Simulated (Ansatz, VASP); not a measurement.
## Be in VASP and in Ansatz

```
CELL_PARAMETERS angstrom
2.23121 0.00000 0.00000
-1.11561 1.93229 0.00000
0.00000 0.00000 3.50479
ATOMIC_POSITIONS crystal
Be 0.33333 0.66667 0.75000
Be 0.66667 0.33333 0.25000
```

Alike in both runs: functional LDA; k mesh 20 × 20 × 12; occupations gaussian, width 0.05 eV; no spin polarisation.

Ansatz relaxed the structure, and its values are those at the end. VASP's run is a single point on that final structure, the one shown.

|  | VASP | Ansatz |
| --- | --- | --- |
| version | VASP 6.6.1 | Ansatz 0.2.0 |
| potentials or method | VASP PAW LDA potentials, release 64 (Be), cutoff 520 eV | scalar-relativistic, plane waves, PAW |
| valence electrons in the cell | 4 | 4 |

```csv
,VASP,Ansatz,Ansatz less VASP
pressure (GPa),0.4,0.0,-0.45
```

LDA's correlation is that of Perdew and Zunger in VASP and of Perdew and Wang (1992) in Ansatz.
